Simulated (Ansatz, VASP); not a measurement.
InP: VASP beside Ansatz

```
In P
1.0
     0.00000    2.82556    2.65935
     2.82556    0.00000    2.65935
     2.82556    2.82556    0.00000
In P
1 1
Direct
  0.00000 0.00000 0.00000
  0.50000 0.50000 0.50000
```

Change from the starting cell: strain +e along x and -e along y +0.0000, strain +e along z and -e/2 along x and y -0.0400.

Alike in both runs: task single point; functional PBE; k mesh 18 × 18 × 18; occupations gaussian, width 0.15 eV; no spin polarisation.

```csv
,VASP,Ansatz
version,VASP 6.6.1,Ansatz 0.2.0
potentials or method,"VASP PAW PBE potentials, release 64 (In_d, P), cutoff 520 eV","scalar-relativistic, plane waves, PAW"
valence electrons in the cell,18,18
```

```csv
,VASP,Ansatz,Ansatz less VASP
gap on the k mesh at the Fermi level (eV),none,none,-
pressure (GPa),0.6,0.6,+0.05
"traceless stress, the component that is largest in VASP (GPa)",4.86,4.88,+0.027
```

A gap of «none» marks a metal or a gap that the smearing closes.
